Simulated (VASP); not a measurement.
# BaS (Fm-3m) in VASP: dielectric tensor with PBE+D3(BJ)

Aim: the dielectric tensor of BaS with PBE+D3(BJ).

Program: VASP 6.6.1. These are calculated values, not measurements. Logs are shortened: lines on timing, memory, paths and dates and some standing lists are left out, and cuts for length are marked.

### Step 1. The cell of the first run

It takes space group Fm-3m (No. 225, cubic). The conventional cell has a = 6.388 Å, b = 6.388 Å, c = 6.388 Å, α = 90.00°, β = 90.00°, γ = 90.00°. Ba (site symmetry m-3m) has 6 S at 3.19 Å within 4.2 Å. Within 4.2 Å of S (site symmetry m-3m) lie 6 Ba at 3.19 Å.

### Step 2. Dielectric tensor, PBE+D3(BJ)

Contents of INCAR:

```
SYSTEM = BaS
ALGO = Normal ; EDIFF = 1E-8
ENCUT = 520 ; GGA = PE
ISIF = 2 ; ISMEAR = 0
IVDW = 12 ; LASPH = .True.
LCHARG = .False. ; LEPSILON = .True.
LREAL = .False. ; LWAVE = .False.
NELM = 80 ; PREC = Accurate
SIGMA = 0.01
```

Contents of KPOINTS:

```
k-points
0
Gamma
  5 5 5
  0 0 0
```

Contents of POSCAR:

```
BaS
1.0
    4.5166450000      0.0000000000      0.0000000000
    2.2583225000      3.9115293099      0.0000000000
    2.2583225000      1.3038431033      3.6878251998
Ba S
1 1
Direct
    0.0000000000      0.0000000000      0.0000000000
    0.5000000000      0.5000000000      0.5000000000
```

Potentials or basis: VASP PAW PBE potentials, release 64 (Ba_sv, S).

On the command line:

```
$ cat potpaw_PBE.64/Ba_sv/POTCAR potpaw_PBE.64/S/POTCAR > POTCAR
$ mpirun -np 1 vasp_std > vasp.out
```

OUTCAR:

```text
SYSTEM = BaS
   EDIFF = 1E-8
   ENCUT = 520
   GGA = PE
   ISIF = 2
   ISMEAR = 0
   IVDW = 12
   LASPH = .True.
   LEPSILON = .True.
   LREAL = .False.
   NELM = 80
   PREC = Accurate
 IVDW          = 12

 ion  position               nearest neighbor table
   1  0.000  0.000  0.000-   2 3.19   2 3.19   2 3.19   2 3.19   2 3.19   2 3.19
   2  0.500  0.500  0.500-   1 3.19   1 3.19   1 3.19   1 3.19   1 3.19   1 3.19

  LATTYP: Found a face centered cubic cell.
 ALAT       =     6.3875006155

  Lattice vectors:

 A1 = (   4.5166450000,   0.0000000000,   0.0000000000)
 A2 = (   2.2583225000,   3.9115293099,   0.0000000000)
 A3 = (   2.2583225000,   1.3038431033,   3.6878251998)

Analysis of symmetry for initial positions (statically):
=====================================================================
 Subroutine PRICEL returns:
 Original cell was already a primitive cell.

 Routine SETGRP: Setting up the symmetry group for a
 face centered cubic supercell.

 Subroutine GETGRP returns: Found 48 space group operations
 (whereof 48 operations were pure point group operations)
 out of a pool of 48 trial point group operations.

The static configuration has the point symmetry O_h .

Analysis of symmetry for dynamics (positions and initial velocities):
=====================================================================
 Subroutine PRICEL returns:
 Original cell was already a primitive cell.

 Routine SETGRP: Setting up the symmetry group for a
 face centered cubic supercell.

 Subroutine GETGRP returns: Found 48 space group operations
 (whereof 48 operations were pure point group operations)
 out of a pool of 48 trial point group operations.

The dynamic configuration has the point symmetry O_h .

 Subroutine INISYM returns: Found 48 space group operations
 (whereof 48 operations are pure point group operations),
 and found     1 'primitive' translations

----------------------------------------------------------------------------------------

                                     Primitive cell

  volume of cell :      65.1528

  direct lattice vectors                    reciprocal lattice vectors
     4.516645000  0.000000000  0.000000000     0.221403276 -0.127827241 -0.090387509
     2.258322500  3.911529310  0.000000000     0.000000000  0.255654482 -0.090387509
     2.258322500  1.303843103  3.687825200     0.000000000  0.000000000  0.271162527

  length of vectors
     4.516645000  4.516645000  4.516645000     0.271162527  0.271162527  0.271162527

  position of ions in fractional coordinates (direct lattice)
     0.000000000  0.000000000  0.000000000
     0.500000000  0.500000000  0.500000000

  ion indices of the primitive-cell ions
   primitive index   ion index
                 1           1
                 2           2

----------------------------------------------------------------------------------------

 KPOINTS: k-points

Automatic generation of k-mesh.
 Grid dimensions read from file:
 generate k-points for:    5    5    5

 Generating k-lattice:

  Cartesian coordinates                     Fractional coordinates (reciprocal lattice)
     0.044280655 -0.025565448 -0.018077502     0.200000000 -0.000000000  0.000000000
     0.000000000  0.051130896 -0.018077502     0.000000000  0.200000000 -0.000000000
     0.000000000  0.000000000  0.054232505     0.000000000  0.000000000  0.200000000

  Length of vectors
     0.054232505  0.054232505  0.054232505

  Shift w.r.t. Gamma in fractional coordinates (k-lattice)
     0.000000000  0.000000000  0.000000000

 Subroutine IBZKPT returns following result:
 ===========================================

 Found     10 irreducible k-points:

 Following reciprocal coordinates:
            Coordinates               Weight
  0.000000  0.000000  0.000000      1.000000
[... 55 lines left out ...]
   IVDW    =    12    specifies the selected vdW correction
   LEPSILON=     T    determine dielectric tensor
   LRPA    =     F    only Hartree local field effects (RPA)
 non-spin polarized calculation
 Gauss-broadening in eV      SIGMA  =   0.01
  energy-cutoff  :      520.00
  volume of cell :       65.15
 maximum number of plane-waves:      1807
 NGX is ok and might be reduce to    36
   NGX = 17   NGY = 17   NGZ = 17

--------------------------------------- Ionic step        1  -------------------------------------------

 number of electron      16.0000001 magnetization

 E-fermi :   1.5183     XC(G=0):  -8.6254

 val. band max:        1.4551699334   @ k =   0.0000   0.0000   0.0000
 cond. band min:       3.6775092581   @ k =   0.4000   0.4000   0.0000
 fundamental gap:      2.2223393247
 Fermi energy:         1.5183064242

 k-point     1 :       0.0000    0.0000    0.0000
  band No.  band energies     occupation
      1     -24.6210      2.00000
      2      -9.6766      2.00000
      3      -9.6766      2.00000
      4      -9.6766      2.00000
      5      -8.9050      2.00000
      6       1.4552      2.00000
      7       1.4552      2.00000
      8       1.4552      2.00000
      9       5.0541      0.00000
     10       5.3226      0.00000
     11       5.3226      0.00000
     12       5.3226      0.00000
[... 121 lines left out ...]
 k-point    10 :      -0.4000    0.4000    0.2000
  band No.  band energies     occupation
      1     -24.5662      2.00000
      2     -10.3852      2.00000
      3      -9.9504      2.00000
      4      -9.8809      2.00000
      5      -8.2048      2.00000
      6       0.2918      2.00000
      7       0.7228      2.00000
      8       1.0124      2.00000
      9       5.1565      0.00000
     10       6.6543      0.00000
     11       7.6235      0.00000
     12       8.5450      0.00000

  FORCE on cell =-STRESS in cart. coord.  units (eV):
  Direction    XX          YY          ZZ          XY          YZ          ZX
  --------------------------------------------------------------------------------------
  -------------------------------------------------------------------------------------
  Total       0.01068     0.01068     0.01068    -0.00000     0.00000     0.00000
  in kB       0.26257     0.26257     0.26257    -0.00000     0.00000     0.00000
  external pressure =        0.26 kB  Pullay stress =        0.00 kB

 VOLUME and BASIS-vectors are now :
 -----------------------------------------------------------------------------
  energy-cutoff  :      520.00
  volume of cell :       65.15
      direct lattice vectors                 reciprocal lattice vectors
     4.516645000  0.000000000  0.000000000     0.221403276 -0.127827241 -0.090387509
     2.258322500  3.911529310  0.000000000     0.000000000  0.255654482 -0.090387509
     2.258322500  1.303843103  3.687825200     0.000000000  0.000000000  0.271162527

 POSITION                                       TOTAL-FORCE (eV/Angst)
 -----------------------------------------------------------------------------------
      0.00000      0.00000      0.00000        -0.000000      0.000000      0.000000
      4.51664      2.60769      1.84391         0.000000     -0.000000      0.000000
 -----------------------------------------------------------------------------------
    total drift:                                0.000000      0.000000      0.000000

  FREE ENERGIE OF THE ION-ELECTRON SYSTEM (eV)
  ---------------------------------------------------
  free  energy   TOTEN  =       -10.7387891330 eV

  energy  without entropy=      -10.7387891330  energy(sigma->0) =      -10.73878913

 HEAD OF MICROSCOPIC STATIC DIELECTRIC TENSOR (INDEPENDENT PARTICLE, excluding Hartree and local field effects)
 ------------------------------------------------------
           5.433428     0.000000     0.000000
           0.000000     5.433428     0.000000
           0.000000     0.000000     5.433428
 ------------------------------------------------------

 Free energy of the ion-electron system (eV)
  ---------------------------------------------------
  ---------------------------------------------------
  free energy    TOTEN  =        -0.80616920 eV

  energy without entropy =       -0.80616920

------------------------ aborting loop because EDIFF is reached ----------------------------------------

 Edisp (eV)   -0.55495

 E8    (eV) :    -0.2731
[... 7 lines left out ...]
 E8    (eV) :    -0.2731

--------------------------------------- Ionic step        3  -------------------------------------------

 Free energy of the ion-electron system (eV)
  ---------------------------------------------------
  ---------------------------------------------------
  free energy    TOTEN  =        -0.80617153 eV

  energy without entropy =       -0.80617153

------------------------ aborting loop because EDIFF is reached ----------------------------------------

 Edisp (eV)   -0.55495

 E8    (eV) :    -0.2731

 PIEZOELECTRIC TENSOR FIELD DIRECTION 3  (e Angst)
 -----------------------------------------------------------------------------
     0.00054 -0.00000  0.00000           ( -0.00000 -0.00000  0.00000)
     0.00000  0.00054  0.00000           (  0.00000 -0.00000 -0.00000)
     0.00000 -0.00000 -0.00144           (  0.00000 -0.00000  0.00000)

 PIEZOELECTRIC TENSOR FIELD DIRECTION 3  (C/m^2)
 -----------------------------------------------------------------------------
     0.00013 -0.00000  0.00000
     0.00000  0.00013  0.00000
     0.00000 -0.00000 -0.00035

 MACROSCOPIC STATIC DIELECTRIC TENSOR (including local field effects in DFT)
 ------------------------------------------------------
           4.988049     0.000000     0.000000
           0.000000     4.988049     0.000000
           0.000000     0.000000     4.988049
 ------------------------------------------------------

 PIEZOELECTRIC TENSOR (including local field effects)  for field in x, y, z        (e  Angst)
          XX          YY          ZZ          XY          YZ          ZX
  --------------------------------------------------------------------------------
  x     0.00000     0.00000     0.00000     0.00000     0.00000     0.00000
  y     0.00000     0.00000     0.00000     0.00000     0.00000     0.00000
  z     0.00000     0.00000     0.00000     0.00000     0.00000     0.00000

 PIEZOELECTRIC TENSOR (including local field effects)  for field in x, y, z        (C/m^2)
          XX          YY          ZZ          XY          YZ          ZX
  --------------------------------------------------------------------------------
  x     0.00000     0.00000     0.00000     0.00000     0.00000     0.00000
  y     0.00000     0.00000     0.00000     0.00000     0.00000     0.00000
  z     0.00000     0.00000     0.00000     0.00000     0.00000     0.00000

 BORN EFFECTIVE CHARGES (including local field effects) (in |e|, cummulative output)
 ---------------------------------------------------------------------------------
 ion    1
    1     2.65123     0.00000     0.00000
    2     0.00000     2.65123     0.00000
    3     0.00000     0.00000     2.65123
 ion    2
    1    -2.65123    -0.00000    -0.00000
    2    -0.00000    -2.65123    -0.00000
    3    -0.00000    -0.00000    -2.65123
```

Run time: 6.4 min. Hardware: 1 thread of Intel Xeon 8259CL, shared host; peak memory 0.28 GiB.

Results:

| Item | Value |
| --- | --- |
| Band gap on the k mesh | 2.22 eV (least direct gap 2.38 eV) |
| Electronic dielectric tensor (diagonal) | 4.99 |
| Born charges (mean of the diagonal) | Ba +2.65; S -2.65 e |
| Dispersion energy per atom | -0.277 eV |

Electronic dielectric tensor:
```
4.99 0.00 0.00
0.00 4.99 0.00
0.00 0.00 4.99
```

Born effective charge tensors (e):
atom 1, Ba
```
2.65 0.00 0.00
0.00 2.65 0.00
0.00 0.00 2.65
```
atom 2, S
```
-2.65  0.00  0.00
 0.00 -2.65  0.00
 0.00  0.00 -2.65
```

Caveat: three body term missing; spin-orbit coupling is left out, which moves the levels of the heavy elements; an odd mesh through Γ misses points on the zone boundary, where band edges can lie.
